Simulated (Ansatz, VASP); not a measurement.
# Two plane-wave programs on PbS

File INCAR:

```
ALGO = Normal
EDIFF = 1E-6
ENCUT = 520
GGA = CA
ISIF = 2
ISMEAR = 0
LASPH = T
LCHARG = F
LREAL = F
LWAVE = F
NBANDS = 28
NELM = 100
PREC = Accurate
SIGMA = 0.05
```

KPOINTS

```
k-points
0
Gamma
  6 6 6
```

The input POSCAR:

```
PbS
1.0
    2.1111519803     -6.0811663129      0.0000000000
    2.1111519803      6.0811663129      0.0000000000
    0.0000000000      0.0000000000      4.1537731466
Pb S
2 2
Direct
    0.8694366500      0.1305633500      0.7500000000
    0.1305633500      0.8694366500      0.2500000000
    0.6452029100      0.3547970900      0.7500000000
    0.3547970900      0.6452029100      0.2500000000
```

Input for Ansatz:

```yaml
crystal:
  lattice:
    - [2.1111519803499994, -6.0811663129, 0.0]
    - [2.1111519803499994, 6.0811663129, 0.0]
    - [0.0, 0.0, 4.153773146642725]
  atoms:
    - { symbol: Pb, position: [0.86943665, 0.13056335, 0.75] }
    - { symbol: Pb, position: [0.13056335, 0.86943665, 0.25] }
    - { symbol: S, position: [0.64520291, 0.35479709, 0.75] }
    - { symbol: S, position: [0.35479709, 0.64520291, 0.25] }
basis:
  ecutwfc: 550.0
kpoints:
  mp_grid:
    grid: [6, 6, 6]
hamiltonian:
  xc: lda
scf:
  occupations:
    method: gaussian
    width: 0.05
output:
  stress: true
```

Alike in both runs: task single point; functional LDA; k mesh 6 × 6 × 6; occupations gaussian, width 0.05 eV; no spin polarisation.

|  | VASP | Ansatz |
| --- | --- | --- |
| version | VASP 6.6.1 | Ansatz 0.2.0 |
| potentials or method | VASP PAW LDA potentials, release 64 (Pb_d, S), cutoff 520 eV | plane waves, PAW |
| valence electrons in the cell | 40 | 40 |

|  | VASP | Ansatz | Ansatz less VASP |
| --- | --- | --- | --- |
| pressure (GPa) | -3.4 | -3.5 | -0.02 |
| traceless stress, the component that is largest in VASP (GPa) | 1.21 | 1.20 | -0.003 |

LDA's correlation is that of Perdew and Zunger in VASP and of Perdew and Wang (1992) in Ansatz.

Spin-orbit coupling is off throughout.
